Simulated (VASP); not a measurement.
# MgO (P-6m2) in VASP: notebook, part 2 of 2

VASP 6.6.1.

### 5 Relaxation of cell and atoms, LDA

This run uses another cell than the first one, of 10.02 Å³/atom.

INCAR reads:

```
SYSTEM = MgO
PREC = Accurate
ENCUT = 600
EDIFF = 1E-6
ISMEAR = 0
SIGMA = 0.01
LREAL = .False.
LASPH = .True.
NELM = 60
ALGO = Normal
ISIF = 3
LWAVE = .False.
LCHARG = .False.
IBRION = 2
NSW = 80
EDIFFG = -0.01
```

KPOINTS reads:

```
Automatic mesh
0
Gamma
  12 12 8
  0 0 0
```

POSCAR reads:

```
MgO
1.0
    2.9380210000      0.0000000000      0.0000000000
   -1.4690100000      2.5444010000      0.0000000000
    0.0000000000      0.0000000000      2.6796800000
Mg O
1 1
Direct
    0.0000000000      0.0000000000      0.0000000000
    0.3333333333      0.6666666667      0.5000000000
```

Potentials or basis: VASP PAW LDA potentials, release 64 (Mg, O).

The run is started by

```sh
cat potpaw_LDA.64/Mg/POTCAR potpaw_LDA.64/O/POTCAR > POTCAR
mpirun -np 1 vasp_std > vasp.out
```

OUTCAR:

```text
SYSTEM = MgO
   PREC = Accurate
   ENCUT = 600
   EDIFF = 1E-6
   ISMEAR = 0
   LREAL = .False.
   LASPH = .True.
   NELM = 60
   ISIF = 3
   IBRION = 2
   NSW = 80
   EDIFFG = -0.01

 ion  position               nearest neighbor table
   1  0.000  0.000  0.000-   2 2.16   2 2.16   2 2.16   2 2.16   2 2.16   2 2.16
   2  0.333  0.667  0.500-   1 2.16   1 2.16   1 2.16   1 2.16   1 2.16   1 2.16

  LATTYP: Found a hexagonal cell.
 ALAT       =     2.9380210000
 C/A-ratio  =     0.9120697231

  Lattice vectors:

 A1 = (   2.9380210000,   0.0000000000,   0.0000000000)
 A2 = (  -1.4690100000,   2.5444010000,   0.0000000000)
 A3 = (   0.0000000000,   0.0000000000,   2.6796800000)

Analysis of symmetry for initial positions (statically):
=====================================================================
 Subroutine PRICEL returns:
 Original cell was already a primitive cell.

 Routine SETGRP: Setting up the symmetry group for a
 hexagonal supercell.

 Subroutine GETGRP returns: Found 12 space group operations
 (whereof 12 operations were pure point group operations)
 out of a pool of 24 trial point group operations.

The static configuration has the point symmetry D_3h.

Analysis of symmetry for dynamics (positions and initial velocities):
=====================================================================
 Subroutine PRICEL returns:
 Original cell was already a primitive cell.

 Routine SETGRP: Setting up the symmetry group for a
 hexagonal supercell.

 Subroutine GETGRP returns: Found 12 space group operations
 (whereof 12 operations were pure point group operations)
 out of a pool of 24 trial point group operations.

The dynamic configuration has the point symmetry D_3h.

 Subroutine INISYM returns: Found 12 space group operations
 (whereof 12 operations are pure point group operations),
 and found     1 'primitive' translations

----------------------------------------------------------------------------------------

                                     Primitive cell

  volume of cell :      20.0320

  direct lattice vectors                    reciprocal lattice vectors
     2.938021000  0.000000000  0.000000000     0.340365164  0.196509839  0.000000000
    -1.469010000  2.544401000  0.000000000     0.000000000  0.393019811  0.000000000
     0.000000000  0.000000000  2.679680000     0.000000000  0.000000000  0.373178887

  length of vectors
     2.938021000  2.938020903  2.679680000     0.393019798  0.393019811  0.373178887

  position of ions in fractional coordinates (direct lattice)
     0.000000000  0.000000000  0.000000000
     0.333333333  0.666666667  0.500000000

  ion indices of the primitive-cell ions
   primitive index   ion index
                 1           1
                 2           2

----------------------------------------------------------------------------------------

 KPOINTS: Automatic mesh

Automatic generation of k-mesh.
[... 27 lines left out ...]
  0.333333  0.000000  0.000000      6.000000
  0.416667  0.000000  0.000000      6.000000
[... 16 lines left out ...]
  0.250000  0.000000  0.125000     12.000000
  0.333333  0.000000  0.125000     12.000000
 [... further k-points ...]
   k-points           NKPTS =     95   k-points in BZ     NKDIM =     95   number of bands    NBANDS=      8
   number of dos      NEDOS =    301   number of ions     NIONS =      2
   total plane-waves  NPLWV =  13824
   dimension x,y,z NGX =    24 NGY =   24 NGZ =   24
   dimension x,y,z NGXF=    48 NGYF=   48 NGZF=   48
   ions per type =               1   1
   NGX,Y,Z   is equivalent  to a cutoff of  13.58, 13.58, 14.89 a.u.
   NGXF,Y,Z  is equivalent  to a cutoff of  27.16, 27.16, 29.78 a.u.
 SYSTEM =  MgO
   PREC   = accura    normal or accurate (medium, high low for compatibility)
   ISTART =      0    job   : 0-new  1-cont  2-samecut
   ICHARG =      2    charge: 1-file 2-atom 10-const
   ISPIN  =      1    spin polarized calculation?
   LNONCOLLINEAR =      F non collinear calculations
   LSORBIT =      F    spin-orbit coupling
   LASPH  =      T    aspherical Exc in radial PAW
   ENCUT  =  600.0 eV  44.10 Ry    6.64 a.u.   5.87  5.87  5.35*2*pi/ulx,y,z
   NELM   =     60;   NELMIN=  2; NELMDL= -5     # of ELM steps
   EDIFF  = 0.1E-05   stopping-criterion for ELM
   LREAL  =      F    real-space projection
   EDIFFG = -.1E-01   stopping-criterion for IOM
   NSW    =     80    number of steps for IOM
   IBRION =      2    ionic relax: 0-MD 1-quasi-New 2-CG
   NFREE  =      1    steps in history (QN), initial steepest desc. (CG)
   ISIF   =      3    stress and relaxation
   ISYM   =      2    0-nonsym 1-usesym 2-fastsym
   POTIM  = 0.5000    time-step for ionic-motion
   TEBEG  =    0.0;   TEEND  =   0.0 temperature during run
   PSTRESS=    0.0 pullay stress
   NELECT =       8.0000    total number of electrons
   NUPDOWN=      -1.0000    fix difference up-down
   EMIN   =  10.00;   EMAX   =-10.00  energy-range for DOS
   EFERMI =   0.00;   METHOD = LEGACY
   ISMEAR =     0;   SIGMA  =   0.01  broadening in eV -4-tet -1-fermi 0-gaus
   EFERMI_NEDOS =   21; number of points for ismear=-14 and -15
   IALGO  =     38    algorithm
   IMIX   =      4    mixing-type and parameters
     AMIX     =   0.40;   BMIX     =  1.00
     AMIX_MAG =   1.60;   BMIX_MAG =  1.00
  volume/ion in A,a.u.               =      10.02        67.59
  Fermi-wavevector in a.u.,A,eV,Ry     =   1.205583  2.278221 19.775113  1.453430
  Thomas-Fermi vector in A             =   2.341275
   LORBIT       =      0    0 simple, 1 ext, 2 COOP (PROOUT), +10 PAW based schemes
   GGA     = CA    functional components
   LHFCALC =     F    Hartree Fock is set to
   AEXX    =    0.0000 exact exchange contribution
   IVDW    =     0    specifies the selected vdW correction
   LEPSILON=     F    determine dielectric tensor
   LRPA    =     F    only Hartree local field effects (RPA)
 conjugate gradient relaxation of ions
 non-spin polarized calculation
 Gauss-broadening in eV      SIGMA  =   0.01
  energy-cutoff  :      600.00
  volume of cell :       20.03
 maximum number of plane-waves:       683
 NGX is ok and might be reduce to    24
   NGX = 11   NGY = 11   NGZ = 11

--------------------------------------- Ionic step        1  -------------------------------------------

 number of electron       7.9999996 magnetization

 Free energy of the ion-electron system (eV)
  ---------------------------------------------------
  ext. energy  EPLUGINS =         0.00000000
  ---------------------------------------------------
  free energy    TOTEN  =       -12.67853577 eV

  energy without entropy =      -12.67853577  energy(sigma->0) =      -12.67853577

------------------------ aborting loop because EDIFF is reached ----------------------------------------

  FORCE on cell =-STRESS in cart. coord.  units (eV):
  Direction    XX          YY          ZZ          XY          YZ          ZX
  --------------------------------------------------------------------------------------
  -------------------------------------------------------------------------------------
  Total       -1.3320861     -1.3320863     -1.5311743     -0.0000003      0.0000000      0.0000000
  in kB     -106.5416689   -106.5416838   -122.4649560     -0.0000209      0.0000000      0.0000000
  external PRESSURE =    -111.8494362 kB  Pullay stress =       0.0000000 kB
[... 131 lines left out ...]
--------------------------------------- Ionic step        5  -------------------------------------------

 number of electron       8.0000003 magnetization

 Free energy of the ion-electron system (eV)
  ---------------------------------------------------
  ext. energy  EPLUGINS =         0.00000000
  ---------------------------------------------------
  free energy    TOTEN  =       -12.73628923 eV

  energy without entropy =      -12.73628923  energy(sigma->0) =      -12.73628923

 E-fermi :   3.6690     XC(G=0): -11.6133

 val. band max:        3.6082033541   @ k =   0.3333   0.3333   0.0000
 cond. band min:       7.1939558966   @ k =   0.0000   0.0000   0.0000
 fundamental gap:      3.5857525425
 Fermi energy:         3.6689523537

 k-point     1 :       0.0000    0.0000    0.0000
  band No.  band energies     occupation
      1     -13.9839      2.00000
      2       2.9695      2.00000
      3       2.9695      2.00000
      4       3.1796      2.00000
      5       7.1940      0.00000
      6      15.4918      0.00000
      7      19.6230      0.00000
      8      19.6230      0.00000
[... 243 lines left out ...]
 k-point    24 :       0.3333    0.0000    0.1250
  band No.  band energies     occupation
      1     -12.9419      2.00000
      2      -0.6076      2.00000
      3       2.4444      2.00000
      4       2.6565      2.00000
      5      10.4492      0.00000
      6      14.6789      0.00000
      7      18.1839      0.00000
      8      21.3243      0.00000

 [... further k-points ...]
[... 5 lines left out ...]
  --------------------------------------------------------------------------------------
  -------------------------------------------------------------------------------------
  Total        0.0016231      0.0016231      0.0036964      0.0000000     -0.0000000      0.0000000
  in kB        0.1406998      0.1406998      0.3204145      0.0000000     -0.0000000      0.0000000
  external PRESSURE =       0.2006047 kB  Pullay stress =       0.0000000 kB
[... 17 lines left out ...]
  FREE ENERGIE OF THE ION-ELECTRON SYSTEM (eV)
  ---------------------------------------------------
  free  energy   TOTEN  =       -12.7362892329 eV

  energy  without entropy=      -12.7362892329  energy(sigma->0) =      -12.73628923

 reached required accuracy - stopping structural energy minimisation
```

CONTCAR:

```text
MgO
   1.00000000000000
     2.8582372047619291   -0.0000000155808752   -0.0000000000000000
    -1.4291181294522113    2.4753061999320409   -0.0000000000000000
    -0.0000000000000000   -0.0000000000000000    2.6124377954587055
  Mg              O
     1     1
Direct
     0.0000000000000000    0.0000000000000000    0.0000000000000000
     0.3333333332999970    0.6666666667000030    0.5000000000000000

  0.00000000E+00  0.00000000E+00  0.00000000E+00
  0.00000000E+00  0.00000000E+00  0.00000000E+00
```

Run time: 55 s. Hardware: 1 thread of Intel Xeon 8259CL, shared host; peak memory 0.15 GiB.

Results:

| Item | Value |
| --- | --- |
| Free energy | -12.7363 eV |
| Relaxed volume | 9.24 Å³/atom |
| Relaxed cell | a = 2.858 Å, b = 2.858 Å, c = 2.612 Å, α = 90.00°, β = 90.00°, γ = 120.00° |
| Space group after relaxing (to 0.1 Å) | P-6m2 (No. 187) |
| Energy gained by relaxing | 28.9 meV/atom |
| Ionic steps | 5 |
| Pressure after relaxing | 0.0 GPa |
| Band gap on the k mesh | 3.59 eV (least direct gap 4.01 eV) |

Step by step:
```csv
step,energy change (eV),largest force (eV/Å),pressure (GPa),volume (Å³)
1,0.0000,0.0000,-11.18,20.03
2,-0.0511,0.0000,4.18,18.07
3,-0.0570,0.0000,-0.09,18.51
4,-0.0575,0.0000,0.12,18.47
5,-0.0578,0.0000,0.02,18.48
```

Final structure:
```cif
data_structure
_symmetry_space_group_name_H-M 'P 1'
_symmetry_Int_Tables_number 1
_cell_length_a 2.8582
_cell_length_b 2.8582
_cell_length_c 2.6124
_cell_angle_alpha 90.000
_cell_angle_beta 90.000
_cell_angle_gamma 120.000
_cell_volume 18.48
loop_
_atom_site_label
_atom_site_type_symbol
_atom_site_fract_x
_atom_site_fract_y
_atom_site_fract_z
_atom_site_occupancy
Mg1 Mg 0.00000 0.00000 0.00000 1
O1 O 0.33333 0.66667 0.50000 1
```

A k mesh can miss the band edges.

### 6 Overview

| task | cell | cutoff (eV) | gap on the mesh (eV) | pressure (GPa) |
| --- | --- | --- | --- | --- |
| single point | a = 2.767, b = 2.767, c = 2.548 Å, angles 90.0, 90.0, 120.0°, 2 atoms | 520 | 4.40 | 18.2 |
| single point | a = 2.813, b = 2.813, c = 2.582 Å, angles 90.0, 90.0, 120.0°, 2 atoms | 520 | 3.97 | 8.2 |
| single point | a = 2.871, b = 2.871, c = 2.624 Å, angles 90.0, 90.0, 120.0°, 2 atoms | 520 | 3.48 | -1.7 |
| relaxation of cell and atoms | relaxed from a = 2.938, b = 2.938, c = 2.680 Å, angles 90.0, 90.0, 120.0°, 2 atoms | 600 | 3.59 | 0.0 |

Alike in all rows: level LDA; potentials or basis VASP PAW LDA potentials, release 64 (Mg, O); no spin polarisation; k mesh 12 × 12 × 8; smearing gaussian 0.01 eV.

Caveats: the cell stands under pressure (at least some runs).

Total energies depend on the potentials used, so only differences within one code and one set of settings carry meaning.
